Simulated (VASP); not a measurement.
# Ru (P2_1/m) in VASP: further runs

Runs on Ru. Level: LDA. Tasks: single point.

All numbers are computed with VASP 6.6.1; they aren't measurements. Logs are shortened: lines on timing, memory, paths and dates and some standing lists are left out, and cuts for length are marked.

### 1 The cell of the first run

The structure is monoclinic, space group P2_1/m (No. 11). The conventional cell has a = 2.674 Å, b = 4.227 Å, c = 2.674 Å, α = 90.00°, β = 120.00°, γ = 90.00°. Ru (site symmetry m) has 12 Ru at 2.46 to 2.80 Å within 3.2 Å.

### 2 Single point, LDA (atoms displaced along several vibrational modes)

Input file INCAR:

```
SYSTEM = Ru
PREC = Accurate
ENCUT = 520
EDIFF = 1E-6
ISMEAR = 0
SIGMA = 0.15
LREAL = .FALSE.
LASPH = .TRUE.
NELM = 60
ALGO = Fast
ISIF = 2
LWAVE = .FALSE.
LCHARG = .FALSE.
GGA = CA
NBANDS = 21
```

Input file KPOINTS:

```
regular mesh
0
G
  21 21 10
  0 0 0
```

Input file POSCAR:

```
Ru
1.0
    2.6740588025      0.0000000000      0.0000000000
   -1.3370294013      2.3158028542      0.0000000000
    0.0000000000      0.0000000000      4.2267610266
Ru
2
Direct
    0.2682154543      0.6062124705      0.2500000000
    0.7317845457      0.3937875295      0.7500000000
```

Potentials or basis: VASP PAW LDA potentials, release 64 (Ru_pv).

Started as:

```sh
$ cat potpaw_LDA.64/Ru_pv/POTCAR > POTCAR
$ mpirun -np 1 vasp_std > vasp.out
```

OUTCAR:

```text
SYSTEM = Ru
   PREC = Accurate
   ENCUT = 520
   EDIFF = 1E-6
   ISMEAR = 0
   LREAL = .FALSE.
   LASPH = .TRUE.
   NELM = 60
   ISIF = 2
   GGA = CA

 ion  position               nearest neighbor table
   1  0.268  0.606  0.250-   2 2.46   2 2.46   2 2.65   2 2.65   2 2.80   2 2.80
   2  0.732  0.394  0.750-   1 2.46   1 2.46   1 2.65   1 2.65   1 2.80   1 2.80

  LATTYP: Found a hexagonal cell.
 ALAT       =     2.6740588025
 C/A-ratio  =     1.5806537323

  Lattice vectors:

 A1 = (   2.6740588025,   0.0000000000,   0.0000000000)
 A2 = (  -1.3370294013,   2.3158028542,   0.0000000000)
 A3 = (   0.0000000000,   0.0000000000,   4.2267610266)

Analysis of symmetry for initial positions (statically):
=====================================================================
 Subroutine PRICEL returns:
 Original cell was already a primitive cell.

 Routine SETGRP: Setting up the symmetry group for a
 hexagonal supercell.

 Subroutine GETGRP returns: Found  4 space group operations
 (whereof  2 operations were pure point group operations)
 out of a pool of 24 trial point group operations.

The static configuration has the point symmetry S_2 .
 The point group associated with its full space group is C_2h.

Analysis of symmetry for dynamics (positions and initial velocities):
=====================================================================
 Subroutine PRICEL returns:
 Original cell was already a primitive cell.

 Routine SETGRP: Setting up the symmetry group for a
 hexagonal supercell.

 Subroutine GETGRP returns: Found  4 space group operations
 (whereof  2 operations were pure point group operations)
 out of a pool of 24 trial point group operations.

The dynamic configuration has the point symmetry S_2 .
 The point group associated with its full space group is C_2h.

 Subroutine INISYM returns: Found  4 space group operations
 (whereof  2 operations are pure point group operations),
 and found     1 'primitive' translations

----------------------------------------------------------------------------------------

                                     Primitive cell

  volume of cell :      26.1746

  direct lattice vectors                    reciprocal lattice vectors
     2.674058802  0.000000000  0.000000000     0.373963355  0.215907843  0.000000000
    -1.337029401  2.315802854  0.000000000     0.000000000  0.431815687  0.000000000
     0.000000000  0.000000000  4.226761027     0.000000000  0.000000000  0.236587778

  length of vectors
     2.674058802  2.674058803  4.226761027     0.431815687  0.431815687  0.236587778

  position of ions in fractional coordinates (direct lattice)
     0.268215454  0.606212470  0.250000000
     0.731784546  0.393787530  0.750000000

  ion indices of the primitive-cell ions
   primitive index   ion index
                 1           1
                 2           2

----------------------------------------------------------------------------------------

 KPOINTS: regular mesh

Automatic generation of k-mesh.
 Grid dimensions read from file:
 generate k-points for:   21   21   10

 Generating k-lattice:

  Cartesian coordinates                     Fractional coordinates (reciprocal lattice)
     0.017807779  0.010281326  0.000000000     0.047619048 -0.000000000  0.000000000
     0.000000000  0.020562652  0.000000000     0.000000000  0.047619048  0.000000000
     0.000000000  0.000000000  0.023658778     0.000000000  0.000000000  0.100000000

  Length of vectors
     0.020562652  0.020562652  0.023658778

  Shift w.r.t. Gamma in fractional coordinates (k-lattice)
     0.000000000  0.000000000  0.000000000

 Subroutine IBZKPT returns following result:
 ===========================================

 Found   1326 irreducible k-points:

 Following reciprocal coordinates:
            Coordinates               Weight
  0.000000  0.000000  0.000000      1.000000
  0.047619 -0.000000  0.000000      2.000000
  0.000000  0.047619  0.000000      2.000000
 -0.047619  0.047619  0.000000      2.000000
  0.095238 -0.000000  0.000000      2.000000
  0.000000  0.095238  0.000000      2.000000
[... 16 lines left out ...]
  0.380952 -0.000000  0.000000      2.000000
  0.000000  0.380952  0.000000      2.000000
 [... further k-points ...]
   k-points           NKPTS =   1326   k-points in BZ     NKDIM =   1326   number of bands    NBANDS=     21
   number of dos      NEDOS =    301   number of ions     NIONS =      2
   total plane-waves  NPLWV =  12800
   dimension x,y,z NGX =    20 NGY =   20 NGZ =   32
   dimension x,y,z NGXF=    40 NGYF=   40 NGZF=   64
   ions per type =               2
   NGX,Y,Z   is equivalent  to a cutoff of  12.43, 12.43, 12.59 a.u.
   NGXF,Y,Z  is equivalent  to a cutoff of  24.87, 24.87, 25.17 a.u.
 SYSTEM =  Ru
   PREC   = accura    normal or accurate (medium, high low for compatibility)
   ISTART =      0    job   : 0-new  1-cont  2-samecut
   ICHARG =      2    charge: 1-file 2-atom 10-const
   ISPIN  =      1    spin polarized calculation?
   LNONCOLLINEAR =      F non collinear calculations
   LSORBIT =      F    spin-orbit coupling
   LASPH  =      T    aspherical Exc in radial PAW
   ENCUT  =  520.0 eV  38.22 Ry    6.18 a.u.   4.97  4.97  7.86*2*pi/ulx,y,z
   NELM   =     60;   NELMIN=  2; NELMDL= -5     # of ELM steps
   EDIFF  = 0.1E-05   stopping-criterion for ELM
   LREAL  =      F    real-space projection
   EDIFFG = 0.1E-04   stopping-criterion for IOM
   NSW    =      0    number of steps for IOM
   IBRION =     -1    ionic relax: 0-MD 1-quasi-New 2-CG
   NFREE  =      0    steps in history (QN), initial steepest desc. (CG)
   ISIF   =      2    stress and relaxation
   ISYM   =      2    0-nonsym 1-usesym 2-fastsym
   POTIM  = 0.5000    time-step for ionic-motion
   TEBEG  =    0.0;   TEEND  =   0.0 temperature during run
   PSTRESS=    0.0 pullay stress
   NELECT =      28.0000    total number of electrons
   NUPDOWN=      -1.0000    fix difference up-down
   EMIN   =  10.00;   EMAX   =-10.00  energy-range for DOS
   EFERMI =   0.00;   METHOD = LEGACY
   ISMEAR =     0;   SIGMA  =   0.15  broadening in eV -4-tet -1-fermi 0-gaus
   EFERMI_NEDOS =   21; number of points for ismear=-14 and -15
   IALGO  =     68    algorithm
   IMIX   =      4    mixing-type and parameters
     AMIX     =   0.40;   BMIX     =  1.00
     AMIX_MAG =   1.60;   BMIX_MAG =  1.00
  volume/ion in A,a.u.               =      13.09        88.32
  Fermi-wavevector in a.u.,A,eV,Ry     =   1.674303  3.163974 38.141091  2.803291
  Thomas-Fermi vector in A             =   2.759122
   LORBIT       =      0    0 simple, 1 ext, 2 COOP (PROOUT), +10 PAW based schemes
   GGA     = CA    functional components
   LHFCALC =     F    Hartree Fock is set to
   AEXX    =    0.0000 exact exchange contribution
   IVDW    =     0    specifies the selected vdW correction
   LEPSILON=     F    determine dielectric tensor
   LRPA    =     F    only Hartree local field effects (RPA)
 non-spin polarized calculation
 RMM-DIIS sequential band-by-band and
 Gauss-broadening in eV      SIGMA  =   0.15
  energy-cutoff  :      520.00
  volume of cell :       26.17
 maximum number of plane-waves:       732
   NGX =  9   NGY =  9   NGZ = 15

 number of electron      27.9999993 magnetization

 Free energy of the ion-electron system (eV)
  ---------------------------------------------------
  ext. energy  EPLUGINS =         0.00000000
  ---------------------------------------------------
  free energy    TOTEN  =       -20.97656861 eV

  energy without entropy =      -20.95414773  energy(sigma->0) =      -20.96535817

 E-fermi :  13.4736     XC(G=0): -14.5947

 val. band max:       13.4723970120   @ k =  -0.2857   0.4762  -0.3000
 cond. band min:      13.4740772560   @ k =  -0.2381   0.1429   0.3000
 fundamental gap:      0.0016802440
 Fermi energy:        13.4736480406

 k-point     1 :       0.0000    0.0000    0.0000
  band No.  band energies     occupation
      1     -30.3039      2.00000
      2     -29.2141      2.00000
      3     -28.9815      2.00000
      4     -28.9726      2.00000
      5     -28.8947      2.00000
      6     -28.8284      2.00000
[... 13 lines left out ...]
     20      23.4064      0.00000
     21      24.3000      0.00000

 k-point     2 :       0.0476   -0.0000    0.0000
  band No.  band energies     occupation
      1     -30.2940      2.00000
      2     -29.2314      2.00000
      3     -29.0014      2.00000
      4     -28.9669      2.00000
      5     -28.9117      2.00000
      6     -28.8338      2.00000
[... 13 lines left out ...]
     20      23.4064      0.00000
     21      24.2776      0.00000

 k-point     3 :       0.0000    0.0476    0.0000
  band No.  band energies     occupation
      1     -30.2974      2.00000
      2     -29.2203      2.00000
      3     -29.0132      2.00000
      4     -28.9789      2.00000
      5     -28.8985      2.00000
      6     -28.8299      2.00000
[... 13 lines left out ...]
     20      23.4064      0.00000
     21      24.2839      0.00000

 k-point     4 :      -0.0476    0.0476    0.0000
  band No.  band energies     occupation
      1     -30.2953      2.00000
      2     -29.2255      2.00000
      3     -28.9966      2.00000
      4     -28.9823      2.00000
      5     -28.9070      2.00000
      6     -28.8323      2.00000
[... 13 lines left out ...]
     20      23.4063      0.00000
     21      24.2810      0.00000

 k-point     5 :       0.0952   -0.0000    0.0000
  band No.  band energies     occupation
      1     -30.2645      2.00000
      2     -29.2818      2.00000
      3     -29.0357      2.00000
      4     -28.9963      2.00000
      5     -28.9383      2.00000
      6     -28.8501      2.00000
[... 13 lines left out ...]
     20      23.4063      0.00000
     21      24.2098      0.00000
[... 382 lines left out ...]
     20      23.4214      0.00000
     21      25.5103      0.00000

 k-point    22 :      -0.3333    0.3333    0.0000
  band No.  band energies     occupation
      1     -29.9652      2.00000
      2     -29.7524      2.00000
      3     -29.5706      2.00000
      4     -29.2664      2.00000
      5     -29.0606      2.00000
      6     -29.0074      2.00000
[... 13 lines left out ...]
     20      23.4188      0.00000
     21      25.4076      0.00000

 k-point    23 :       0.3810   -0.0000    0.0000
  band No.  band energies     occupation
      1     -29.8776      2.00000
      2     -29.7897      2.00000
      3     -29.7124      2.00000
      4     -29.2802      2.00000
      5     -29.1654      2.00000
      6     -29.0243      2.00000
[... 13 lines left out ...]
     20      24.6489      0.00000
     21      24.9658      0.00000

 k-point    24 :       0.0000    0.3810    0.0000
  band No.  band energies     occupation
      1     -30.0275      2.00000
      2     -29.8524      2.00000
      3     -29.5992      2.00000
      4     -29.3831      2.00000
      5     -29.0439      2.00000
      6     -28.9066      2.00000
[... 13 lines left out ...]
     20      23.4040      0.00000
     21      24.3063      0.00000

 [... further k-points ...]

------------------------ aborting loop because EDIFF is reached ----------------------------------------

  FORCE on cell =-STRESS in cart. coord.  units (eV):
  Direction    XX          YY          ZZ          XY          YZ          ZX
  --------------------------------------------------------------------------------------
  -------------------------------------------------------------------------------------
  Total        1.5052824     -0.4465962      2.4200895      0.5305954      0.0000000      0.0000000
  in kB       92.1400250    -27.3366582    148.1363970     32.4783430      0.0000000      0.0000000
  external PRESSURE =      70.9799213 kB  Pullay stress =       0.0000000 kB

 VOLUME and BASIS-vectors are now :
 -----------------------------------------------------------------------------
  energy-cutoff  :      520.00
  volume of cell :       26.17
      direct lattice vectors                 reciprocal lattice vectors
     2.674058802  0.000000000  0.000000000     0.373963355  0.215907843  0.000000000
    -1.337029401  2.315802854  0.000000000     0.000000000  0.431815687  0.000000000
     0.000000000  0.000000000  4.226761027     0.000000000  0.000000000  0.236587778

 POSITION                                       TOTAL-FORCE (eV/Angst)
 -----------------------------------------------------------------------------------
     -0.09330      1.40387      1.05669         1.125930      2.080971      0.000000
      1.43033      0.91193      3.17007        -1.125930     -2.080971     -0.000000
 -----------------------------------------------------------------------------------
    total drift:                                0.000000      0.000000      0.000000

  FREE ENERGIE OF THE ION-ELECTRON SYSTEM (eV)
  ---------------------------------------------------
  free  energy   TOTEN  =       -20.9765686071 eV

  energy  without entropy=      -20.9541477339  energy(sigma->0) =      -20.96535817
```

It took 4.7 min on 1 thread of Oxide Virtual Turin-like, shared host; peak memory 0.57 GiB.

What came out:

```
Free energy            : -20.9766 eV
Pressure               : 7.1 GPa
Largest force          : 2.366 eV/Å
Band gap on the k mesh : zero (bands 14 and 15 overlap by 3.00 eV)
```

Forces in eV/Å, atoms in the order of the input:
```
Ru   1.126  2.081  0.000
Ru  -1.126 -2.081  0.000
```

Levels at points of the mesh, in eV from the Fermi level:
```csv
k point,band 12,band 13,band 14,band 15,band 16,band 17
"(0.00, 0.00, 0.00)",-2.32,-2.21,-1.52,-0.30,-0.11,1.28
"(0.00, 0.00, 0.50)",-3.07,-2.61,-2.61,0.12,0.12,0.68
```

Caveat: the cell differs from its parent crystal (atoms displaced along several vibrational modes); the stress differs along the axes, from -3 to 15 GPa; forces of over 1 eV/Å act on the atoms, so gaps and moduli don't describe the material at rest.

### 3 Single point, LDA (atoms displaced along several vibrational modes)

Input file INCAR:

```
ALGO = Fast
EDIFF = 1E-7
ENCUT = 520
ISIF = 2
ISMEAR = 0
LASPH = True
LCHARG = False
LREAL = False
LWAVE = False
NBANDS = 21
NELM = 60
PREC = Accurate
SIGMA = 0.15
```

Input file KPOINTS:

```
k-points
0
Gamma
  21 21 10
```

Input file POSCAR:

```
Ru
1.0
    2.6740588025      0.0000000000      0.0000000000
   -1.3370294013      2.3158028542      0.0000000000
    0.0000000000      0.0000000000      4.2267610266
Ru
2
Direct
    0.2984425524      0.6666666667      0.2500000000
    0.7015574476      0.3333333333      0.7500000000
```

Potentials or basis: VASP PAW LDA potentials, release 64 (Ru_pv).

Started as:

```sh
$ cat potpaw_LDA.64/Ru_pv/POTCAR > POTCAR
$ mpirun -np 1 vasp_std > vasp.out
```

It took 7.1 min on 1 thread of Oxide Virtual Turin-like, shared host; peak memory 0.57 GiB.

It converged, with:

```yaml
Free_energy: -21.2626 eV
Pressure: 2.9 GPa
Largest_force: 1.425 eV/Å
Band_gap_on_the_k_mesh: zero (bands 14 and 15 overlap by 3.23 eV)
```

Forces in eV/Å, atoms in the order of the input:
```
Ru   1.423 -0.064  0.000
Ru  -1.423  0.064  0.000
```

Stress tensor (GPa, compression positive):
```
1.58 3.64 0.00
3.64 1.98 0.00
0.00 0.00 5.20
```

Levels at points of the mesh, in eV from the Fermi level:
```csv
k point,band 11,band 12,band 13,band 14,band 15,band 16,band 17,band 18
"(0.00, 0.00, 0.00)",-2.61,-2.12,-2.04,-1.72,-0.84,0.51,1.32,1.84
"(0.00, 0.00, 0.50)",-2.94,-2.94,-2.76,-2.76,0.30,0.30,0.72,0.72
```

Caveat: the cell differs from its parent crystal (atoms displaced along several vibrational modes); forces of over 1 eV/Å act on the atoms, so gaps and moduli don't describe the material at rest.
